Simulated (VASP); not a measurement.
# Pt (I4/mmm) in VASP: notebook

Pt is run at these levels: r2SCAN; tasks: single point.

All numbers are computed with VASP 6.6.1; they aren't measurements. Logs are shortened: lines on timing, memory, paths and dates and some standing lists are left out, and cuts for length are marked.

## (1) The cell of the first run

Symmetry: I4/mmm, No. 139, tetragonal system. Conventional cell: a = 2.467 Å, b = 2.467 Å, c = 4.933 Å, α = 90.00°, β = 90.00°, γ = 90.00°. Pt (site symmetry 4/mmm) has 12 Pt at 2.47 to 3.02 Å within 3.3 Å.

## (2) Single point, r2SCAN

File POSCAR:

```
Pt
1.0
    0.0000000000      1.7443784117      2.4665510741
    1.7443784117      0.0000000000      2.4665510741
    1.7443784117      1.7443784117      0.0000000000
Pt
1
Direct
    0.0000000000      0.0000000000      0.0000000000
```

File INCAR.step1:

```
PREC     = Accurate       # precision mode
ENCUT    = 520            # plane-wave cutoff, eV
ISMEAR   = 0              # smearing method
SIGMA    = 0.15           # smearing width, eV
LREAL    = False          # projectors in reciprocal space
LASPH    = True           # aspherical terms in the spheres
NELM     = 100            # most SCF steps
NBANDS   = 11             # bands
GGA      = PE             # functional
ALGO     = Normal         # electronic algorithm
EDIFF    = 1E-4           # SCF threshold, eV
LWAVE    = True           # write WAVECAR
LCHARG   = False          # write CHGCAR
```

File INCAR.step2:

```
PREC     = Accurate       # precision mode
ENCUT    = 520            # plane-wave cutoff, eV
EDIFF    = 1E-6           # SCF threshold, eV
ISMEAR   = 0              # smearing method
SIGMA    = 0.15           # smearing width, eV
LREAL    = False          # projectors in reciprocal space
LASPH    = True           # aspherical terms in the spheres
NELM     = 100            # most SCF steps
ALGO     = Normal         # electronic algorithm
ISIF     = 2              # what is computed and relaxed
LWAVE    = False          # write WAVECAR
LCHARG   = False          # write CHGCAR
METAGGA  = R2SCAN         # meta-GGA
LMIXTAU  = True         
NBANDS   = 11             # bands
ISTART   = 1
```

File KPOINTS:

```
regular mesh
0
Gamma
  24 24 24
```

Potentials or basis: VASP PAW PBE potentials, release 64 (Pt).

Command:

```console
> cat potpaw_PBE.64/Pt/POTCAR > POTCAR
> cp INCAR.step1 INCAR
> mpirun -np 1 vasp_std > vasp.out
> cp INCAR.step2 INCAR
> mpirun -np 1 vasp_std > vasp.out
```

OUTCAR:

```text
PREC = Accurate
   ENCUT = 520
   EDIFF = 1E-6
   ISMEAR = 0
   LREAL = False
   LASPH = True
   NELM = 100
   ISIF = 2
   METAGGA = R2SCAN
   ISTART = 1

 ion  position               nearest neighbor table
   1  0.000  0.000  0.000-

  LATTYP: Found a body centered tetragonal cell.
 ALAT       =     2.4669236077
 C/A-ratio  =     1.9996979772

  Lattice vectors:

 A1 = (  -1.7443784117,   0.0000000000,   2.4665510741)
 A2 = (   1.7443784117,   0.0000000000,   2.4665510741)
 A3 = (   0.0000000000,   1.7443784117,  -2.4665510741)

Analysis of symmetry for initial positions (statically):
=====================================================================
 Subroutine PRICEL returns:
 Original cell was already a primitive cell.

 Routine SETGRP: Setting up the symmetry group for a
 body centered tetragonal supercell.

 Subroutine GETGRP returns: Found 16 space group operations
 (whereof 16 operations were pure point group operations)
 out of a pool of 16 trial point group operations.

The static configuration has the point symmetry D_4h.

Analysis of symmetry for dynamics (positions and initial velocities):
=====================================================================
 Subroutine PRICEL returns:
 Original cell was already a primitive cell.

 Routine SETGRP: Setting up the symmetry group for a
 body centered tetragonal supercell.

 Subroutine GETGRP returns: Found 16 space group operations
 (whereof 16 operations were pure point group operations)
 out of a pool of 16 trial point group operations.

The dynamic configuration has the point symmetry D_4h.

 Subroutine INISYM returns: Found 16 space group operations
 (whereof 16 operations are pure point group operations),
 and found     1 'primitive' translations

----------------------------------------------------------------------------------------

                                     Primitive cell

  volume of cell :      15.0107

  direct lattice vectors                    reciprocal lattice vectors
     0.000000000  1.744378412  2.466551074    -0.286635054  0.286635054  0.202712202
     1.744378412  0.000000000  2.466551074     0.286635054 -0.286635054  0.202712202
     1.744378412  1.744378412  0.000000000     0.286635054  0.286635054 -0.202712202

  length of vectors
     3.021047872  3.021047872  2.466923608     0.453223505  0.453223505  0.453223505

  position of ions in fractional coordinates (direct lattice)
     0.000000000  0.000000000  0.000000000

  ion indices of the primitive-cell ions
   primitive index   ion index
                 1           1

----------------------------------------------------------------------------------------

 KPOINTS: regular mesh

Automatic generation of k-mesh.
 Grid dimensions read from file:
 generate k-points for:   24   24   24

 Generating k-lattice:

  Cartesian coordinates                     Fractional coordinates (reciprocal lattice)
    -0.011943127  0.011943127  0.008446342     0.041666667  0.000000000  0.000000000
     0.011943127 -0.011943127  0.008446342     0.000000000  0.041666667  0.000000000
     0.011943127  0.011943127 -0.008446342    -0.000000000 -0.000000000  0.041666667

  Length of vectors
     0.018884313  0.018884313  0.018884313

  Shift w.r.t. Gamma in fractional coordinates (k-lattice)
     0.000000000  0.000000000  0.000000000

 Subroutine IBZKPT returns following result:
 ===========================================

 Found   1063 irreducible k-points:

 Following reciprocal coordinates:
            Coordinates               Weight
  0.000000  0.000000  0.000000      1.000000
  0.041667  0.000000  0.000000      8.000000
  0.083333 -0.000000  0.000000      8.000000
  0.125000 -0.000000  0.000000      8.000000
  0.166667  0.000000  0.000000      8.000000
  0.208333 -0.000000  0.000000      8.000000
[... 16 lines left out ...]
  0.416667  0.041667  0.000000      8.000000
  0.458333  0.041667  0.000000      8.000000
 [... further k-points ...]
   k-points           NKPTS =   1063   k-points in BZ     NKDIM =   1063   number of bands    NBANDS=     11
   number of dos      NEDOS =    301   number of ions     NIONS =      1
   total plane-waves  NPLWV =  10368
   dimension x,y,z NGX =    24 NGY =   24 NGZ =   18
   dimension x,y,z NGXF=    48 NGYF=   48 NGZF=   36
   ions per type =               1
   NGX,Y,Z   is equivalent  to a cutoff of  13.21, 13.21, 12.13 a.u.
   NGXF,Y,Z  is equivalent  to a cutoff of  26.41, 26.41, 24.26 a.u.
 SYSTEM =  unknown system
   PREC   = accura    normal or accurate (medium, high low for compatibility)
   ISTART =      1    job   : 0-new  1-cont  2-samecut
   ICHARG =      0    charge: 1-file 2-atom 10-const
   ISPIN  =      1    spin polarized calculation?
   LNONCOLLINEAR =      F non collinear calculations
   LSORBIT =      F    spin-orbit coupling
   LASPH  =      T    aspherical Exc in radial PAW
   ENCUT  =  520.0 eV  38.22 Ry    6.18 a.u.   5.62  5.62  4.59*2*pi/ulx,y,z
   NELM   =    100;   NELMIN=  2; NELMDL=  0     # of ELM steps
   EDIFF  = 0.1E-05   stopping-criterion for ELM
   LREAL  =      F    real-space projection
   EDIFFG = 0.1E-04   stopping-criterion for IOM
   NSW    =      0    number of steps for IOM
   IBRION =     -1    ionic relax: 0-MD 1-quasi-New 2-CG
   NFREE  =      0    steps in history (QN), initial steepest desc. (CG)
   ISIF   =      2    stress and relaxation
   ISYM   =      2    0-nonsym 1-usesym 2-fastsym
   POTIM  = 0.5000    time-step for ionic-motion
   TEBEG  =    0.0;   TEEND  =   0.0 temperature during run
   PSTRESS=    0.0 pullay stress
   NELECT =      10.0000    total number of electrons
   NUPDOWN=      -1.0000    fix difference up-down
   EMIN   =  10.00;   EMAX   =-10.00  energy-range for DOS
   EFERMI =   0.00;   METHOD = LEGACY
   ISMEAR =     0;   SIGMA  =   0.15  broadening in eV -4-tet -1-fermi 0-gaus
   EFERMI_NEDOS =   21; number of points for ismear=-14 and -15
   IALGO  =     38    algorithm
   IMIX   =      4    mixing-type and parameters
     AMIX     =   0.40;   BMIX     =  1.00
     AMIX_MAG =   1.60;   BMIX_MAG =  1.00
  volume/ion in A,a.u.               =      15.01       101.30
  Fermi-wavevector in a.u.,A,eV,Ry     =   1.429797  2.701924 27.814648  2.044319
  Thomas-Fermi vector in A             =   2.549712
   LORBIT       =      0    0 simple, 1 ext, 2 COOP (PROOUT), +10 PAW based schemes
   METAGGA = R2SCAN    functional components
   LHFCALC =     F    Hartree Fock is set to
   AEXX    =    0.0000 exact exchange contribution
   IVDW    =     0    specifies the selected vdW correction
   LEPSILON=     F    determine dielectric tensor
   LRPA    =     F    only Hartree local field effects (RPA)
 non-spin polarized calculation
 Gauss-broadening in eV      SIGMA  =   0.15
  energy-cutoff  :      520.00
  volume of cell :       15.01
 maximum number of plane-waves:       423
   NGX = 11   NGY = 11   NGZ =  9

 number of electron      10.0000000 magnetization

 Free energy of the ion-electron system (eV)
  ---------------------------------------------------
  ext. energy  EPLUGINS =         0.00000000
  ---------------------------------------------------
  free energy    TOTEN  =       -50.87162093 eV

  energy without entropy =      -50.85742547  energy(sigma->0) =      -50.86452320

 E-fermi :  10.9922     XC(G=0): -14.5476

 val. band max:       10.9918574718   @ k =  -0.3750   0.3750   0.0833
 cond. band min:      10.9945893325   @ k =  -0.2500   0.1250   0.0000
 fundamental gap:      0.0027318607
 Fermi energy:        10.9922062183

 k-point     1 :       0.0000    0.0000    0.0000
  band No.  band energies     occupation
      1       0.6412      2.00000
      2       4.3085      2.00000
      3       6.3744      2.00000
      4       9.2820      2.00000
      5       9.2820      2.00000
      6      11.6053      0.00000
      7      26.2860      0.00000
      8      28.5193      0.00000
      9      34.5207      0.00000
     10      34.5207      0.00000
     11      38.2623      0.00000

 k-point     2 :       0.0417    0.0000    0.0000
  band No.  band energies     occupation
      1       0.7202      2.00000
      2       4.3547      2.00000
      3       6.4014      2.00000
      4       9.2040      2.00000
      5       9.3041      2.00000
      6      11.5471      0.00000
      7      26.3842      0.00000
      8      28.6175      0.00000
      9      33.9882      0.00000
     10      34.6631      0.00000
     11      37.7128      0.00000

 k-point     3 :       0.0833   -0.0000    0.0000
  band No.  band energies     occupation
      1       0.9516      2.00000
      2       4.4905      2.00000
      3       6.4817      2.00000
      4       8.9907      2.00000
      5       9.3685      2.00000
      6      11.3801      0.00026
      7      26.6379      0.00000
      8      28.8997      0.00000
      9      32.8342      0.00000
     10      35.0750      0.00000
     11      36.3461      0.00000

 k-point     4 :       0.1250   -0.0000    0.0000
  band No.  band energies     occupation
      1       1.3168      2.00000
      2       4.7075      2.00000
      3       6.6092      2.00000
      4       8.7030      2.00000
      5       9.4695      2.00000
      6      11.1264      0.20574
      7      26.9360      0.00000
      8      29.2575      0.00000
      9      31.5541      0.00000
     10      34.9669      0.00000
     11      35.7079      0.00000

 k-point     5 :       0.1667    0.0000    0.0000
  band No.  band energies     occupation
      1       1.7823      2.00000
      2       4.9920      2.00000
      3       6.7536      2.00000
      4       8.4496      2.00000
      5       9.5943      2.00000
      6      10.8206      1.89442
      7      27.1229      0.00000
      8      29.0000      0.00000
      9      30.8736      0.00000
     10      33.9768      0.00000
     11      36.4648      0.00000
[... 211 lines left out ...]
 k-point    21 :       0.3333    0.0417    0.0000
  band No.  band energies     occupation
      1       3.3165      2.00000
      2       5.5751      2.00000
      3       7.4395      2.00000
      4       9.4968      2.00000
      5       9.5187      2.00000
      6      10.5641      1.99995
      7      23.2356      0.00000
      8      25.4040      0.00000
      9      32.9926      0.00000
     10      34.4161      0.00000
     11      36.3498      0.00000

 k-point    22 :       0.3750    0.0417    0.0000
  band No.  band energies     occupation
      1       3.5352      2.00000
      2       5.4470      2.00000
      3       8.3699      2.00000
      4       9.2328      2.00000
      5      10.0245      2.00000
      6      10.6913      1.99545
      7      21.6840      0.00000
      8      24.7128      0.00000
      9      33.2476      0.00000
     10      34.7600      0.00000
     11      36.1466      0.00000

 k-point    23 :       0.4167    0.0417    0.0000
  band No.  band energies     occupation
      1       3.6517      2.00000
      2       5.3283      2.00000
      3       8.9973      2.00000
      4       9.4253      2.00000
      5      10.5008      2.00000
      6      10.8113      1.91187
      7      20.3340      0.00000
      8      24.0611      0.00000
      9      32.9776      0.00000
     10      35.0514      0.00000
     11      35.9360      0.00000

 k-point    24 :       0.4583    0.0417    0.0000
  band No.  band energies     occupation
      1       3.7003      2.00000
      2       5.2581      2.00000
      3       8.8177      2.00000
      4      10.3800      2.00000
      5      10.8963      1.63391
      6      10.9024      1.60271
      7      19.2916      0.00000
      8      23.5295      0.00000
      9      32.4448      0.00000
     10      35.2742      0.00000
     11      35.8059      0.00000

 [... further k-points ...]
[... 5 lines left out ...]
  --------------------------------------------------------------------------------------
  -------------------------------------------------------------------------------------
  Total        4.9969053      4.9969053     -1.3249798      0.0000000      0.0000000     -0.0000000
  in kB      533.3474046    533.3474046   -141.4224434      0.0000000      0.0000000     -0.0000000
  external PRESSURE =     308.4241219 kB  Pullay stress =       0.0000000 kB

 VOLUME and BASIS-vectors are now :
 -----------------------------------------------------------------------------
  energy-cutoff  :      520.00
  volume of cell :       15.01
      direct lattice vectors                 reciprocal lattice vectors
     0.000000000  1.744378412  2.466551074    -0.286635054  0.286635054  0.202712202
     1.744378412  0.000000000  2.466551074     0.286635054 -0.286635054  0.202712202
     1.744378412  1.744378412  0.000000000     0.286635054  0.286635054 -0.202712202

 POSITION                                       TOTAL-FORCE (eV/Angst)
 -----------------------------------------------------------------------------------
      0.00000      0.00000      0.00000         0.000000     -0.000000      0.000000
 -----------------------------------------------------------------------------------
    total drift:                                0.000000      0.000000     -0.000000

  FREE ENERGIE OF THE ION-ELECTRON SYSTEM (eV)
  ---------------------------------------------------
  free  energy   TOTEN  =       -50.8716209264 eV

  energy  without entropy=      -50.8574254748  energy(sigma->0) =      -50.86452320
```

Run time: 3.7 min. Hardware: 1 thread of Intel Xeon Platinum 8375C at 2.90GHz (Ice Lake), shared host; peak memory 0.29 GiB.

Results:

- Free energy: -50.8716 eV
- Pressure: 30.8 GPa
- Band gap on the k mesh: zero (band 5 reaches 14.05 eV, above the bottom of band 6 at 8.90 eV)

Stress tensor (GPa, compression positive):
```
 53.33   0.00   0.00
  0.00  53.33   0.00
  0.00   0.00 -14.14
```

Caveat: the PAW data sets were made with another functional, which shifts forces and pressure a little; spin-orbit coupling is left out, which moves the levels of the heavy elements.

(Continued in part 2 of 2.)
